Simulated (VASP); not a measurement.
# Al3Cu in VASP: a series of runs, part 2 of 2

VASP 6.6.1. Earlier steps stand in the parts before.

## (3) Single point, PBEsol (strained)

File INCAR:

```
SYSTEM = Al3Cu
PREC = Accurate
ENCUT = 520
EDIFF = 1E-6
ISMEAR = 0
SIGMA = 0.1
LREAL = .False.
LASPH = .True.
NELM = 100
ALGO = Normal
ISIF = 2
LWAVE = .False.
LCHARG = .False.
GGA = PS
NBANDS = 18
```

File KPOINTS:

```
regular mesh
0
Gamma
  9 9 9
  0 0 0
```

File POSCAR:

```
Al3Cu
1.0
    4.0237459524     -0.0392415100     -0.0392415100
   -0.0392415100      4.0237459524     -0.0392415100
   -0.0392415100     -0.0392415100      4.0237459524
Al Cu
3 1
Direct
    0.0000000000      0.5000000000      0.5000000000
    0.5000000000      0.0000000000      0.5000000000
    0.5000000000      0.5000000000      0.0000000000
    0.0000000000      0.0000000000      0.0000000000
```

Potentials or basis: VASP PAW PBE potentials, release 64 (Al, Cu).

Started as:

```sh
$ cat potpaw_PBE.64/Al/POTCAR potpaw_PBE.64/Cu/POTCAR > POTCAR
$ mpirun -np 1 vasp_std > vasp.out
```

OUTCAR:

```text
SYSTEM = Al3Cu
   PREC = Accurate
   ENCUT = 520
   EDIFF = 1E-6
   ISMEAR = 0
   LREAL = .False.
   LASPH = .True.
   NELM = 100
   ISIF = 2
   GGA = PS

 ion  position               nearest neighbor table
   1  0.000  0.500  0.500-   2 2.82   3 2.82   4 2.82   4 2.82   3 2.82   2 2.82   4 2.87   3 2.87
                             2 2.87   3 2.87   4 2.87   2 2.87
   2  0.500  0.000  0.500-   1 2.82   3 2.82   4 2.82   3 2.82   4 2.82   1 2.82   3 2.87   3 2.87
                             1 2.87   4 2.87   4 2.87   1 2.87
   3  0.500  0.500  0.000-   1 2.82   2 2.82   4 2.82   2 2.82   1 2.82   4 2.82   4 2.87   1 2.87
                             1 2.87   4 2.87   2 2.87   2 2.87
   4  0.000  0.000  0.000-   1 2.82   2 2.82   3 2.82   1 2.82   2 2.82   3 2.82   3 2.87   1 2.87
                             2 2.87   3 2.87   2 2.87   1 2.87

  LATTYP: Found a trigonal (rhomboedric) cell.
 ALAT       =     4.0241286363
 COS(alpha) =    -0.0194061616

  Lattice vectors:

 A1 = (   4.0237459524,  -0.0392415100,  -0.0392415100)
 A2 = (  -0.0392415100,   4.0237459524,  -0.0392415100)
 A3 = (  -0.0392415100,  -0.0392415100,   4.0237459524)

Analysis of symmetry for initial positions (statically):
=====================================================================
 Subroutine PRICEL returns:
 Original cell was already a primitive cell.

 Routine SETGRP: Setting up the symmetry group for a
 trigonal (rhombohedral) supercell.

 Subroutine GETGRP returns: Found 12 space group operations
 (whereof 12 operations were pure point group operations)
 out of a pool of 12 trial point group operations.

The static configuration has the point symmetry D_3d.

Analysis of symmetry for dynamics (positions and initial velocities):
=====================================================================
 Subroutine PRICEL returns:
 Original cell was already a primitive cell.

 Routine SETGRP: Setting up the symmetry group for a
 trigonal (rhombohedral) supercell.

 Subroutine GETGRP returns: Found 12 space group operations
 (whereof 12 operations were pure point group operations)
 out of a pool of 12 trial point group operations.

The dynamic configuration has the point symmetry D_3d.

 Subroutine INISYM returns: Found 12 space group operations
 (whereof 12 operations are pure point group operations),
 and found     1 'primitive' translations

----------------------------------------------------------------------------------------

                                     Primitive cell

  volume of cell :      65.1279

  direct lattice vectors                    reciprocal lattice vectors
     4.023745952 -0.039241510 -0.039241510     0.248572386  0.002448073  0.002448073
    -0.039241510  4.023745952 -0.039241510     0.002448073  0.248572386  0.002448073
    -0.039241510 -0.039241510  4.023745952     0.002448073  0.002448073  0.248572386

  length of vectors
     4.024128636  4.024128636  4.024128636     0.248596495  0.248596495  0.248596495

  position of ions in fractional coordinates (direct lattice)
     0.000000000  0.500000000  0.500000000
     0.500000000  0.000000000  0.500000000
     0.500000000  0.500000000  0.000000000
     0.000000000  0.000000000  0.000000000

  ion indices of the primitive-cell ions
   primitive index   ion index
                 1           1
                 2           2
                 3           3
                 4           4

[... 31 lines left out ...]
  0.333333  0.000000  0.000000      6.000000
  0.444444 -0.000000  0.000000      6.000000
  0.111111  0.111111 -0.000000      6.000000
[... 16 lines left out ...]
 -0.333333  0.333333  0.000000      6.000000
  0.444444  0.444444  0.000000      6.000000
 [... further k-points ...]
   k-points           NKPTS =     85   k-points in BZ     NKDIM =     85   number of bands    NBANDS=     18
   number of dos      NEDOS =    301   number of ions     NIONS =      4
   total plane-waves  NPLWV =  27000
   dimension x,y,z NGX =    30 NGY =   30 NGZ =   30
   dimension x,y,z NGXF=    60 NGYF=   60 NGZF=   60
   ions per type =               3   1
   NGX,Y,Z   is equivalent  to a cutoff of  12.39, 12.39, 12.39 a.u.
   NGXF,Y,Z  is equivalent  to a cutoff of  24.79, 24.79, 24.79 a.u.
 SYSTEM =  Al3Cu
   PREC   = accura    normal or accurate (medium, high low for compatibility)
   ISTART =      0    job   : 0-new  1-cont  2-samecut
   ICHARG =      2    charge: 1-file 2-atom 10-const
   ISPIN  =      1    spin polarized calculation?
   LNONCOLLINEAR =      F non collinear calculations
   LSORBIT =      F    spin-orbit coupling
   LASPH  =      T    aspherical Exc in radial PAW
   ENCUT  =  520.0 eV  38.22 Ry    6.18 a.u.   7.48  7.48  7.48*2*pi/ulx,y,z
   NELM   =    100;   NELMIN=  2; NELMDL= -5     # of ELM steps
   EDIFF  = 0.1E-05   stopping-criterion for ELM
   LREAL  =      F    real-space projection
   EDIFFG = 0.1E-04   stopping-criterion for IOM
   NSW    =      0    number of steps for IOM
   IBRION =     -1    ionic relax: 0-MD 1-quasi-New 2-CG
   NFREE  =      0    steps in history (QN), initial steepest desc. (CG)
   ISIF   =      2    stress and relaxation
   ISYM   =      2    0-nonsym 1-usesym 2-fastsym
   POTIM  = 0.5000    time-step for ionic-motion
   TEBEG  =    0.0;   TEEND  =   0.0 temperature during run
   PSTRESS=    0.0 pullay stress
   NELECT =      20.0000    total number of electrons
   NUPDOWN=      -1.0000    fix difference up-down
   EMIN   =  10.00;   EMAX   =-10.00  energy-range for DOS
   EFERMI =   0.00;   METHOD = LEGACY
   ISMEAR =     0;   SIGMA  =   0.10  broadening in eV -4-tet -1-fermi 0-gaus
   EFERMI_NEDOS =   21; number of points for ismear=-14 and -15
   IALGO  =     38    algorithm
   IMIX   =      4    mixing-type and parameters
     AMIX     =   0.40;   BMIX     =  1.00
     AMIX_MAG =   1.60;   BMIX_MAG =  1.00
  volume/ion in A,a.u.               =      16.28       109.88
  Fermi-wavevector in a.u.,A,eV,Ry     =   1.104492  2.087187 16.597778  1.219902
  Thomas-Fermi vector in A             =   2.240965
   LORBIT       =      0    0 simple, 1 ext, 2 COOP (PROOUT), +10 PAW based schemes
   GGA     = PS    functional components
   LHFCALC =     F    Hartree Fock is set to
   AEXX    =    0.0000 exact exchange contribution
   IVDW    =     0    specifies the selected vdW correction
   LEPSILON=     F    determine dielectric tensor
   LRPA    =     F    only Hartree local field effects (RPA)
 non-spin polarized calculation
 Gauss-broadening in eV      SIGMA  =   0.10
  energy-cutoff  :      520.00
  volume of cell :       65.13
 maximum number of plane-waves:      1775
 NGX is ok and might be reduce to    30
   NGX = 15   NGY = 15   NGZ = 15

 number of electron      20.0000014 magnetization

 Free energy of the ion-electron system (eV)
  ---------------------------------------------------
  ext. energy  EPLUGINS =         0.00000000
  ---------------------------------------------------
  free energy    TOTEN  =       -16.54686729 eV

  energy without entropy =      -16.53825397  energy(sigma->0) =      -16.54256063

 E-fermi :   7.3154     XC(G=0): -10.5264

 val. band max:        7.3137959615   @ k =   0.4444   0.1111   0.1111
 cond. band min:       7.3193277986   @ k =   0.4444   0.1111   0.0000
 fundamental gap:      0.0055318371
 Fermi energy:         7.3154111305

 k-point     1 :       0.0000    0.0000    0.0000
  band No.  band energies     occupation
      1      -3.2376      2.00000
      2       3.3966      2.00000
      3       3.3966      2.00000
      4       4.0460      2.00000
      5       4.0663      2.00000
      6       4.0663      2.00000
[... 481 lines left out ...]
      5       3.8464      2.00000
      6       3.8554      2.00000
[... 10 lines left out ...]
     17      12.8811      0.00000
     18      16.1990      0.00000

 [... further k-points ...]

------------------------ aborting loop because EDIFF is reached ----------------------------------------

  FORCE on cell =-STRESS in cart. coord.  units (eV):
  Direction    XX          YY          ZZ          XY          YZ          ZX
  --------------------------------------------------------------------------------------
  -------------------------------------------------------------------------------------
  Total       -3.2298550     -3.2298550     -3.2298550      0.0554393      0.0554393      0.0554393
  in kB      -79.4559976    -79.4559976    -79.4559976      1.3638348      1.3638348      1.3638348
  external PRESSURE =     -79.4559976 kB  Pullay stress =       0.0000000 kB

 VOLUME and BASIS-vectors are now :
 -----------------------------------------------------------------------------
  energy-cutoff  :      520.00
  volume of cell :       65.13
      direct lattice vectors                 reciprocal lattice vectors
     4.023745952 -0.039241510 -0.039241510     0.248572386  0.002448073  0.002448073
    -0.039241510  4.023745952 -0.039241510     0.002448073  0.248572386  0.002448073
    -0.039241510 -0.039241510  4.023745952     0.002448073  0.002448073  0.248572386

 POSITION                                       TOTAL-FORCE (eV/Angst)
 -----------------------------------------------------------------------------------
     -0.03924      1.99225      1.99225         0.000000     -0.000000      0.000000
      1.99225     -0.03924      1.99225        -0.000000      0.000000      0.000000
      1.99225      1.99225     -0.03924        -0.000000     -0.000000      0.000000
      0.00000      0.00000      0.00000         0.000000     -0.000000      0.000000
 -----------------------------------------------------------------------------------
    total drift:                                0.000000     -0.000000      0.000000

  FREE ENERGIE OF THE ION-ELECTRON SYSTEM (eV)
  ---------------------------------------------------
  free  energy   TOTEN  =       -16.5468672859 eV

  energy  without entropy=      -16.5382539719  energy(sigma->0) =      -16.54256063
```

stdout:

```text
POSCAR found type information on POSCAR AlCu
 POSCAR found :  2 types and       4 ions
 scaLAPACK will be used
 -----------------------------------------------------------------------------
|                                                                             |
|                                                                             |
|     You enforced a specific xc type in the INCAR file but a different       |
|     I HOPE YOU KNOW WHAT YOU ARE DOING!                                     |
|                                                                             |
 -----------------------------------------------------------------------------

 LDA part: xc-table for (Slater+PW92), standard interpolation
 POSCAR, INCAR and KPOINTS ok, starting setup
 FFT: planning ... GRIDC
 FFT: planning ... GRID_SOFT
 FFT: planning ... GRID
 WAVECAR not read
 entering main loop
```

It took 1.9 min on 1 thread of Intel Xeon 8259CL, shared host; peak memory 0.23 GiB.

What came out:

```yaml
Free_energy: -16.5469 eV
Pressure: -7.9 GPa
Band_gap_on_the_k_mesh: zero (bands 10 and 11 overlap by 3.45 eV)
```

Caveat: the cell differs from its parent crystal (strained); the cell stands under tension; the PAW data sets were made with another functional, which shifts forces and pressure a little.

## (4) Single point, PBEsol (strained)

File INCAR:

```
SYSTEM = Al3Cu
PREC = Accurate
ENCUT = 520
EDIFF = 1E-6
ISMEAR = 0
SIGMA = 0.1
LREAL = .FALSE.
LASPH = .TRUE.
NELM = 80
ALGO = Normal
ISIF = 2
LWAVE = .FALSE.
LCHARG = .FALSE.
GGA = PS
NBANDS = 18
```

File KPOINTS:

```
Automatic mesh
0
G
  12 12 12
  0 0 0
```

File POSCAR:

```
Al3Cu
1.0
    4.0770751645      0.0000000000      0.0000000000
    0.0000000000      4.0770751645      0.0000000000
    0.0000000000      0.0000000000      4.0770751645
Al Cu
3 1
Direct
    0.0000000000      0.5000000000      0.5000000000
    0.5000000000      0.0000000000      0.5000000000
    0.5000000000      0.5000000000      0.0000000000
    0.0000000000      0.0000000000      0.0000000000
```

Started as:

```sh
$ cat potpaw_PBE.64/Al/POTCAR potpaw_PBE.64/Cu/POTCAR > POTCAR
$ mpirun -np 1 vasp_std > vasp.out
```

Wall time 2.2 min (1 thread of Intel Xeon 8259CL, shared host); peak memory 0.24 GiB.

The run converged. Its results:

| Property | Result |
| --- | --- |
| Free energy | -16.4119 eV |
| Pressure | -10.2 GPa |
| Band gap on the k mesh | zero (bands 10 and 11 overlap by 4.16 eV) |

Levels at points of the mesh, in eV from the Fermi level:
| k point | band 6 | band 7 | band 8 | band 9 | band 10 | band 11 | band 12 | band 13 | band 14 | band 15 |
| --- | --- | --- | --- | --- | --- | --- | --- | --- | --- | --- |
| (0.00, 0.00, 0.00) | -3.17 | -2.15 | -2.15 | -2.15 | -0.40 | 0.12 | 0.12 | 5.77 | 5.77 | 5.77 |
| (0.50, 0.00, 0.00) | -3.14 | -3.01 | 0.27 | 0.27 | 0.37 | 0.37 | 0.93 | 1.14 | 2.19 | 2.56 |
| (0.50, 0.50, 0.00) | -3.37 | -3.01 | -2.95 | -2.74 | 1.32 | 2.70 | 2.70 | 3.25 | 3.32 | 3.35 |
| (0.50, 0.50, 0.50) | -3.52 | -3.52 | -3.00 | -3.00 | -2.19 | -1.90 | -1.90 | -1.90 | 11.11 | 11.11 |

Caveat: the cell differs from its parent crystal (strained); the cell stands under tension; the PAW data sets were made with another functional, which shifts forces and pressure a little.

## (5) Overview

```tsv
cell	k mesh	gap on the mesh (eV)	pressure (GPa)
a = 3.931 Å, 4 atoms	12 × 12 × 12	none	-2.7
a = 4.024 Å, angles 91.1°, 4 atoms	9 × 9 × 9	none	-7.9
a = 4.077 Å, 4 atoms	12 × 12 × 12	none	-10.2
```

Alike in all rows: task single point; level PBEsol; potentials or basis VASP PAW PBE potentials, release 64 (Al, Cu); no spin polarisation; cutoff (eV) 520; smearing gaussian 0.1 eV.

Caveats: the PAW data sets were made with another functional, which shifts forces and pressure a little; the cell stands under tension (at least some runs).

Total energies depend on the potentials used, so only differences within one code and one set of settings carry meaning.
